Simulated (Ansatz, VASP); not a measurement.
Two plane-wave programs on Mn

Contents of INCAR:

```
SYSTEM = Mn
PREC = Accurate ; ENCUT = 500
EDIFF = 1E-7 ; ISMEAR = 0
SIGMA = 0.1 ; LREAL = .False.
LASPH = .True. ; NELM = 200
ALGO = Normal ; ISIF = 3
LWAVE = .False. ; LCHARG = .False.
ISPIN = 2 ; MAGMOM = 1.11
LORBIT = 11 ; LMAXMIX = 4
GGA = PS ; IBRION = 2
NSW = 80 ; EDIFFG = -0.05
GGA_COMPAT = .False. ; NELMIN = 4
```

KPOINTS

```
Automatic mesh
0
Gamma
  10 10 10
  0 0 0
```

Contents of POSCAR:

```
Mn
1.0
   -1.4576193891      1.4576193891      1.4576193891
    1.4576193891     -1.4576193891      1.4576193891
    1.4576193891      1.4576193891     -1.4576193891
Mn
1
Direct
    0.0000000000      0.0000000000      0.0000000000
```

Input for Ansatz:

```yaml
crystal:
  lattice:
    - [-1.4576193891, 1.4576193891, 1.4576193891]
    - [1.4576193891, -1.4576193891, 1.4576193891]
    - [1.4576193891, 1.4576193891, -1.4576193891]
  atoms:
    - { symbol: Mn, position: [0.0, 0.0, 0.0], spin: 1.11 }
basis:
  ecutwfc: 420
kpoints:
  mp_grid: { grid: [10, 10, 10] }
hamiltonian:
  xc: pbesol
scf:
  occupations: { method: gaussian, width: 0.1 }
output:
  forces: true
  stress: true
  eigenvalues: true
  populations: true
magnetization:
  spin_polarized: true
relax:
  adjacent_minimum: "off"
  f_tol: 0.05
  max_steps: 60
  cell: { stress_tol: 0.5 }
```

Alike in both runs: task relaxation of cell and atoms; functional PBEsol; k mesh 10 × 10 × 10; occupations gaussian, width 0.1 eV; collinear spin.

|  | VASP | Ansatz |
| --- | --- | --- |
| version | VASP 6.6.1 | Ansatz 0.2.0 |
| potentials or method | VASP PAW PBE potentials, release 64 (Mn_pv), cutoff 500 eV | scalar-relativistic, plane waves, PAW |
| valence electrons in the cell | 13 | 15 |

```csv
,VASP,Ansatz,Ansatz less VASP
"gap on the k mesh at the Fermi level, each at its own relaxed structure (eV)",none,none,-
net moment per atom (μB),0.00,0.45,+0.447
size of the moment on the site where the two differ most (μB),0.00,0.44,+0.441
relaxed volume (Å³/atom),10.39,10.43,+0.039
relaxed cell length with the largest relative difference (Å),2.381,2.384,+0.0030
```

The net moments are unlike, so the other rows may belong to different states. VASP's potentials were made for PBE, not for PBEsol. Site moments also hang on the region over which each program counts them. A gap of «none» marks a metal or a gap that the smearing closes. VASP's potentials hold 13 valence electrons a cell and Ansatz's 15, so a difference there can come from the potentials and not from the codes.

Noted on VASP's run: the volume moved by over 15 % at a fixed basis, so the end points are rough.
